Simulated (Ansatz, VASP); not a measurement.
Two plane-wave programs on As

```
As
1.0
     1.74587    1.00798    4.91579
    -1.74587    1.00798    4.91579
     0.00000   -2.01596    4.91579
As
2
Direct
  0.78834 0.78834 0.78834
  0.21166 0.21166 0.21166
```

Alike in both runs: task single point; functional r2SCAN; k mesh 17 × 17 × 17; occupations fermi-dirac, width 0.1 eV; no spin polarisation.

|  | VASP | Ansatz |
| --- | --- | --- |
| version | VASP 6.6.1 | Ansatz 0.2.0 |
| potentials or method | VASP PAW PBE potentials, release 64 (As), cutoff 520 eV | plane waves (500 eV) with PAW, scalar-relativistic |
| valence electrons in the cell | 10 | 30 |

```csv
,VASP,Ansatz,Ansatz less VASP
pressure (GPa),5.7,5.5,-0.21
"traceless stress, the component that is largest in VASP (GPa)",-0.96,-1.06,-0.106
```

VASP's potentials were made for PBE, not for r2SCAN. VASP's potentials hold 10 valence electrons a cell and Ansatz's 30, so a difference there can come from the potentials and not from the codes.
